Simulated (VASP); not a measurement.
Wanted: the native input for a VASP 6.6.1 run.

* Task: single point
* Functional: PBEsol
* Dispersion: D3(BJ)
* Potentials or basis: VASP PAW PBE potentials, release 64 (Sn_d, O)
* Cutoff: 520 eV
* k mesh: 7 × 7 × 1
* Occupations: gaussian, width 0.05 eV
* Spin: no spin polarisation
* Dipole correction: yes
* Further INCAR settings: LREAL = Auto; ALGO = Fast; EDIFF = 1e-06; NBANDS = 116

The structure of SnO lies in POSCAR:

```
SnO
1.0
    3.7986313305     -0.0000000001      0.0000000000
    0.5079724300      3.7645137795      0.0000000000
    0.0000000000      0.0000000000     44.9755199791
Sn O
10 10
Direct
    0.0000000000      0.0000000000      0.2223431770
    0.4410000000      0.4410000000      0.2831655959
    0.0000000000      0.0000000000      0.3459659838
    0.5590000000      0.5590000000      0.4067884027
    0.0000000000      0.0000000000      0.4695887906
    0.5007242912      0.5007242912      0.5207893491
    0.0039125327      0.0039125327      0.5708994606
    0.5036099116      0.5036099116      0.6220410124
    0.0014656020      0.0014656020      0.6729726153
    0.5018159906      0.5018159906      0.7246612605
    0.0700000000      0.4300000000      0.2520126457
    0.4300000000      0.0700000000      0.2520126457
    0.9300000000      0.5700000000      0.3756354524
    0.5700000000      0.9300000000      0.3756354524
    0.0010032733      0.5005920801      0.4944552822
    0.5005920801      0.0010032733      0.4944552822
    1.0033578233      0.5035523728      0.5962853416
    0.5035523728      1.0033578233      0.5962853416
    0.0018890975      0.5017954518      0.6988178829
    0.5017954518      0.0018890975      0.6988178829
```

One way to write it, as run:

INCAR

```
PREC     = Accurate       # precision mode
ENCUT    = 520            # plane-wave cutoff, eV
EDIFF    = 1E-6           # SCF threshold, eV
ISMEAR   = 0              # smearing method
SIGMA    = 0.05           # smearing width, eV
LREAL    = Auto         
LASPH    = True           # aspherical terms in the spheres
NELM     = 80             # most SCF steps
ALGO     = Fast           # electronic algorithm
ISIF     = 2              # what is computed and relaxed
LWAVE    = False          # write WAVECAR
LCHARG   = True           # write CHGCAR
LDIPOL   = True         
IDIPOL   = 3            
DIPOL    = 0.5 0.5 0.484
GGA      = PS             # functional
IVDW     = 12             # dispersion correction
LELF     = True           # ELF
LVHAR    = True         
LVACPOTAV= True         
NBANDS   = 116            # bands
```

KPOINTS

```
regular mesh
0
Gamma
  7 7 1
```

Potentials or basis: VASP PAW PBE potentials, release 64 (Sn_d, O).

The run is started by

```bash
$ cat potpaw_PBE.64/Sn_d/POTCAR potpaw_PBE.64/O/POTCAR > POTCAR
$ mpirun -np 1 vasp_std > vasp.out
```

It gave:

```
Largest force              : 8.763 eV/Å
Band gap on the k mesh     : zero (bands 100 and 101 overlap by 0.20 eV)
Dispersion energy per atom : -0.189 eV
```

Caveat: the PAW data sets were made with another functional, which shifts forces and pressure a little; spin-orbit coupling is left out, which moves the levels of the heavy elements.

It took 90 min on 1 thread of Oxide Virtual Turin-like Processor (shared host), peak memory 1 GiB.
